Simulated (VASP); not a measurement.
# KBr (Fm-3m) in VASP: elastic constants with PBEsol

Aim: the elastic constants of KBr with PBEsol.

All numbers are computed with VASP 6.6.1; they aren't measurements. Logs are shortened: lines on timing, memory, paths and dates and some standing lists are left out, and cuts for length are marked.

### Step 1. The cell of the first run

It takes space group Fm-3m (No. 225, cubic). Conventional cell: a = 6.549 Å, b = 6.549 Å, c = 6.549 Å, α = 90.00°, β = 90.00°, γ = 90.00°. K (site symmetry m-3m) has 6 Br at 3.27 Å within 4.3 Å. Within 4.3 Å of Br (site symmetry m-3m) lie 6 K at 3.27 Å.

### Step 2. Elastic constants, PBEsol

INCAR

```
  PREC = Accurate
  ENCUT = 600
  EDIFF = 1E-8
  ISMEAR = 0
  SIGMA = 0.01
  LREAL = F
  LASPH = T
  NELM = 100
  ALGO = Normal
  ISIF = 3
  LWAVE = F
  LCHARG = T
  GGA = PS
  NBANDS = 15
  IBRION = 6
  NFREE = 2
  POTIM = 0.015
  NSW = 1
```

KPOINTS

```
Automatic mesh
0
Gamma
  6 6 6
```

POSCAR

```
KBr
1.0
    0.0000000000      3.2745321134      3.2745321134
    3.2745321134      0.0000000000      3.2745321134
    3.2745321134      3.2745321134      0.0000000000
K Br
1 1
Direct
    0.0000000000      0.0000000000      0.0000000000
    0.5000000000      0.5000000000      0.5000000000
```

Potentials or basis: VASP PAW PBE potentials, release 64 (K_sv, Br).

Launch:

```sh
$ cat potpaw_PBE.64/K_sv/POTCAR potpaw_PBE.64/Br/POTCAR > POTCAR
$ mpirun -np 1 vasp_std > vasp.out
```

OUTCAR:

```text
PREC = Accurate
   ENCUT = 600
   EDIFF = 1E-8
   ISMEAR = 0
   LREAL = F
   LASPH = T
   NELM = 100
   ISIF = 3
   GGA = PS
   IBRION = 6
   NFREE = 2
   POTIM = 0.015
   NSW = 1

 ion  position               nearest neighbor table
   1  0.000  0.000  0.000-   2 3.27   2 3.27   2 3.27   2 3.27   2 3.27   2 3.27
   2  0.500  0.500  0.500-   1 3.27   1 3.27   1 3.27   1 3.27   1 3.27   1 3.27

  LATTYP: Found a face centered cubic cell.
 ALAT       =     6.5490642268

  Lattice vectors:

 A1 = (   0.0000000000,   3.2745321134,   3.2745321134)
 A2 = (   3.2745321134,   0.0000000000,   3.2745321134)
 A3 = (   3.2745321134,   3.2745321134,   0.0000000000)

Analysis of symmetry for initial positions (statically):
=====================================================================
 Subroutine PRICEL returns:
 Original cell was already a primitive cell.

 Routine SETGRP: Setting up the symmetry group for a
 face centered cubic supercell.

 Subroutine GETGRP returns: Found 48 space group operations
 (whereof 48 operations were pure point group operations)
 out of a pool of 48 trial point group operations.

The static configuration has the point symmetry O_h .

Analysis of symmetry for dynamics (positions and initial velocities):
=====================================================================
 Subroutine PRICEL returns:
 Original cell was already a primitive cell.

 Routine SETGRP: Setting up the symmetry group for a
 face centered cubic supercell.

 Subroutine GETGRP returns: Found 48 space group operations
 (whereof 48 operations were pure point group operations)
 out of a pool of 48 trial point group operations.

The dynamic configuration has the point symmetry O_h .

 Subroutine INISYM returns: Found 48 space group operations
 (whereof 48 operations are pure point group operations),
 and found     1 'primitive' translations

----------------------------------------------------------------------------------------

                                     Primitive cell

  volume of cell :      70.2227

  direct lattice vectors                    reciprocal lattice vectors
     0.000000000  3.274532113  3.274532113    -0.152693570  0.152693570  0.152693570
     3.274532113  0.000000000  3.274532113     0.152693570 -0.152693570  0.152693570
     3.274532113  3.274532113  0.000000000     0.152693570  0.152693570 -0.152693570

  length of vectors
     4.630887725  4.630887725  4.630887725     0.264473022  0.264473022  0.264473022

  position of ions in fractional coordinates (direct lattice)
     0.000000000  0.000000000  0.000000000
     0.500000000  0.500000000  0.500000000

  ion indices of the primitive-cell ions
   primitive index   ion index
                 1           1
                 2           2

----------------------------------------------------------------------------------------

 KPOINTS: Automatic mesh

Automatic generation of k-mesh.
 Grid dimensions read from file:
 generate k-points for:    6    6    6

 Generating k-lattice:

  Cartesian coordinates                     Fractional coordinates (reciprocal lattice)
    -0.025448928  0.025448928  0.025448928     0.166666667  0.000000000  0.000000000
     0.025448928 -0.025448928  0.025448928     0.000000000  0.166666667  0.000000000
[... 105 lines left out ...]
  --------------------------------------------------------------------------------------
  -------------------------------------------------------------------------------------
  Total        0.0299631      0.0299631      0.0299631      0.0000000      0.0000000      0.0000000
  in kB        0.6836270      0.6836270      0.6836270      0.0000000      0.0000000      0.0000000
  external PRESSURE =       0.6836270 kB  Pullay stress =       0.0000000 kB
[... 89 lines left out ...]
  FREE ENERGIE OF THE ION-ELECTRON SYSTEM (eV)
  ---------------------------------------------------
  free  energy   TOTEN  =        -6.4574642512 eV

  energy  without entropy=       -6.4574642512  energy(sigma->0) =       -6.45746425

[... ionic steps 4 to 14 ...]

--------------------------------------- Ionic step       15  -------------------------------------------

 number of electron      16.0000000 magnetization

------------------------ aborting loop because EDIFF is reached ----------------------------------------
[... 67 lines left out ...]
--------------------------------------- Ionic step       17  -------------------------------------------

 number of electron      16.0000001 magnetization

 Free energy of the ion-electron system (eV)
  ---------------------------------------------------
  ext. energy  EPLUGINS =         0.00000000
  ---------------------------------------------------
  free energy    TOTEN  =        -6.45976731 eV

  energy without entropy =       -6.45976731  energy(sigma->0) =       -6.45976731

 E-fermi :  -1.6086     XC(G=0):  -7.6434

 val. band max:       -1.7339986859   @ k =   0.0000   0.0000   0.0000
 cond. band min:       2.6020323961   @ k =   0.0000   0.0000   0.0000
 fundamental gap:      4.3360310819
 Fermi energy:        -1.6085604825

 k-point     1 :       0.0000    0.0000    0.0000
  band No.  band energies     occupation
      1     -29.2971      2.00000
      2     -14.0702      2.00000
      3     -12.8423      2.00000
      4     -12.8423      2.00000
      5     -12.8423      2.00000
      6      -1.7340      2.00000
      7      -1.7340      2.00000
      8      -1.7340      2.00000
      9       2.6020      0.00000
     10       5.7949      0.00000
     11       5.7950      0.00000
     12       5.7950      0.00000
     13       6.6493      0.00000
     14       6.6497      0.00000
[... 401 lines left out ...]
      2     -14.1084      2.00000
      3     -12.9163      2.00000
      4     -12.8625      2.00000
      5     -12.7237      2.00000
      6      -2.5815      2.00000
      7      -2.3805      2.00000
      8      -2.1032      2.00000
      9       5.1353      0.00000
     10       6.2530      0.00000
     11       6.8193      0.00000
     12       7.3955      0.00000
     13       8.0710      0.00000
     14       8.7418      0.00000
     15       9.7725      0.00000

 [... further k-points ...]

------------------------ aborting loop because EDIFF is reached ----------------------------------------

  FORCE on cell =-STRESS in cart. coord.  units (eV):
  Direction    XX          YY          ZZ          XY          YZ          ZX
  --------------------------------------------------------------------------------------
  -------------------------------------------------------------------------------------
  Total        0.0323212      0.0301756      0.0301756      0.0000000      0.0000000      0.0000000
  in kB        0.7374300      0.6884767      0.6884767      0.0000000      0.0000000      0.0000000
  external PRESSURE =       0.7047945 kB  Pullay stress =       0.0000000 kB
[... 17 lines left out ...]
  FREE ENERGIE OF THE ION-ELECTRON SYSTEM (eV)
  ---------------------------------------------------
  free  energy   TOTEN  =        -6.4597673097 eV

  energy  without entropy=       -6.4597673097  energy(sigma->0) =       -6.45976731

 INTERNAL STRAIN TENSORS FROM STRAINED CELLS
 ============================================

 INTERNAL STRAIN TENSOR FOR ION    1 for displacements in x,y,z  (eV/Angst):
          X           Y           Z          XY          YZ          ZX
  --------------------------------------------------------------------------------
  x     0.00000    -0.00000    -0.00000     0.00000     0.00000     0.00000
  y    -0.00000     0.00000     0.00000    -0.00000     0.00000     0.00000
  z    -0.00000     0.00000     0.00000    -0.00000    -0.00000     0.00000

 INTERNAL STRAIN TENSORS FROM DISPLACED ATOMS
 ============================================

 INTERNAL STRAIN TENSOR FOR ION    1 for displacements in x,y,z  (eV/Angst):
          X           Y           Z          XY          YZ          ZX
  --------------------------------------------------------------------------------
  x     0.00000     0.00000     0.00000     0.00000     0.00000     0.00000
  y     0.00000     0.00000     0.00000     0.00000     0.00000     0.00000
  z     0.00000     0.00000     0.00000     0.00000     0.00000     0.00000

 INTERNAL STRAIN TENSOR FOR ION    2 for displacements in x,y,z  (eV/Angst):
          X           Y           Z          XY          YZ          ZX
  --------------------------------------------------------------------------------
  x     0.00000     0.00000     0.00000     0.00000     0.00000     0.00000
  y     0.00000     0.00000     0.00000     0.00000     0.00000     0.00000
  z     0.00000     0.00000     0.00000     0.00000     0.00000     0.00000

 Eigenvectors and eigenvalues of the dynamical matrix
 ----------------------------------------------------

   1 f  =    3.385825 THz    21.273769 2PiTHz  112.938980 cm-1    14.002643 meV
             X         Y         Z           dx          dy          dz
      0.000000  0.000000  0.000000     0.729543    0.373164    0.000000
      3.274532  3.274532  3.274532    -0.510282   -0.261011    0.000000
[... 21 lines left out ...]
   6 f/i=    0.000124 THz     0.000780 2PiTHz    0.004140 cm-1     0.000513 meV
             X         Y         Z           dx          dy          dz
      0.000000  0.000000  0.000000     0.544531    0.178887    0.000000
      3.274532  3.274532  3.274532     0.778509    0.255752    0.000000

--------------------------------------------------------------------------------------------------------

 ELASTIC MODULI CONTR FROM IONIC RELAXATION (kBar)
 Direction    XX          YY          ZZ          XY          YZ          ZX
 --------------------------------------------------------------------------------
 XX           0.0000      0.0000      0.0000      0.0000      0.0000      0.0000
 YY           0.0000      0.0000      0.0000      0.0000      0.0000      0.0000
 ZZ           0.0000      0.0000      0.0000      0.0000      0.0000      0.0000
 XY           0.0000      0.0000      0.0000      0.0000      0.0000      0.0000
 YZ           0.0000      0.0000      0.0000      0.0000      0.0000      0.0000
 ZX           0.0000      0.0000      0.0000      0.0000      0.0000      0.0000
 --------------------------------------------------------------------------------

 TOTAL ELASTIC MODULI (kBar)
 Direction    XX          YY          ZZ          XY          YZ          ZX
 --------------------------------------------------------------------------------
 XX         376.0737     48.0607     48.0607      0.0000      0.0000      0.0000
 YY          48.0607    376.0737     48.0607      0.0000      0.0000      0.0000
 ZZ          48.0607     48.0607    376.0737      0.0000     -0.0000     -0.0000
 XY           0.0000      0.0000      0.0000     49.7399     -0.0000      0.0000
 YZ           0.0000      0.0000     -0.0000     -0.0000     49.7399      0.0000
 ZX           0.0000      0.0000     -0.0000      0.0000      0.0000     49.7399
 --------------------------------------------------------------------------------
```

It took 7.6 min on 1 thread of Intel Xeon 6975P-C (Granite Rapids), shared host; peak memory 0.33 GiB.

What came out:

```
Elastic constants C11, C12, C44                         : 38, 5, 5 GPa
Voigt bulk modulus                                      : 16 GPa
Highest phonon frequency at Γ, LO-TO splitting left out : 113 cm⁻¹
```

Phonon frequencies in cm⁻¹ (negative: imaginary):
```tsv
q point	frequencies
(0.000, 0.000, 0.000)	0 0 0 113 113 113
```

Elastic tensor in Voigt notation (GPa, in the Cartesian axes of the cell as first typed):
```
38  5  5  0  0  0
 5 38  5  0  0  0
 5  5 38  0  0  0
 0  0  0  5  0  0
 0  0  0  0  5  0
 0  0  0  0  0  5
```

Clamped-ion elastic tensor (GPa):
```
38  5  5  0  0  0
 5 38  5  0  0  0
 5  5 38  0  0  0
 0  0  0  5  0  0
 0  0  0  0  5  0
 0  0  0  0  0  5
```

Caveat: the PAW data sets were made with another functional, which shifts forces and pressure a little.
